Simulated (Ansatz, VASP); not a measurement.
## Fe: VASP beside Ansatz

File INCAR:

```
PREC = Accurate
ENCUT = 600
EDIFF = 1E-6
ISMEAR = -1
SIGMA = 0.1
LREAL = False
LASPH = True
NELM = 200
ALGO = Normal
ISIF = 2
LWAVE = False
LCHARG = False
ISPIN = 2
MAGMOM = 2.2
LORBIT = 11
LMAXMIX = 4
NBANDS = 14
GGA_COMPAT = False
```

File KPOINTS:

```
regular mesh
0
Gamma
  12 12 12
```

The input POSCAR:

```
Fe
1.0
   -1.4330000000      1.4330000000      1.4330000000
    1.4330000000     -1.4330000000      1.4330000000
    1.4330000000      1.4330000000     -1.4330000000
Fe
1
Direct
    0.0000000000      0.0000000000      0.0000000000
```

Input for Ansatz:

```yaml
crystal:
  lattice:
    - [-1.433, 1.433, 1.433]
    - [1.433, -1.433, 1.433]
    - [1.433, 1.433, -1.433]
  atoms:
    - { symbol: Fe, position: [0, 0, 0], spin: 2.2 }
kpoints:
  mp_grid: { grid: [12, 12, 12] }
hamiltonian:
  xc: lda
  pseudopotentials: { kind: paw, xc_functional: pbe }
scf:
  occupations: { method: fermi_dirac, width: 0.1 }
  convergence: { dr2_threshold: "1e-9 eV" }
  max_iter: 300
output:
  forces: true
  stress: true
magnetization:
  spin_polarized: true
```

Alike in both runs: task single point; functional LDA; k mesh 12 × 12 × 12; occupations fermi-dirac, width 0.1 eV; collinear spin.

|  | VASP | Ansatz |
| --- | --- | --- |
| version | VASP 6.6.1 | Ansatz 0.2.0 development build |
| potentials or method | VASP PAW LDA potentials, release 64 (Fe) | plane waves, PAW datasets (generated soft set 1) |
| plane-wave cutoff (eV) | 600 | 420 |
| valence electrons in the cell | 8 | 16 |

Ansatz gave:

| Item | Value |
| --- | --- |
| net moment per atom (μB) | 2.21 |
| size of the moment on the site where the two differ most (μB) | 2.23 |

Question: Which values does VASP return?

Answer: net moment per atom (μB): 2.18; size of the moment on the site where the two differ most (μB): 2.15.

LDA's correlation is that of Perdew and Zunger in VASP and of Perdew and Wang (1992) in Ansatz. Site moments also hang on the region over which each program counts them. VASP's potentials hold 8 valence electrons a cell and Ansatz's 16, so a difference there can come from the potentials and not from the codes. Ansatz's warnings: stress scf threshold loose.
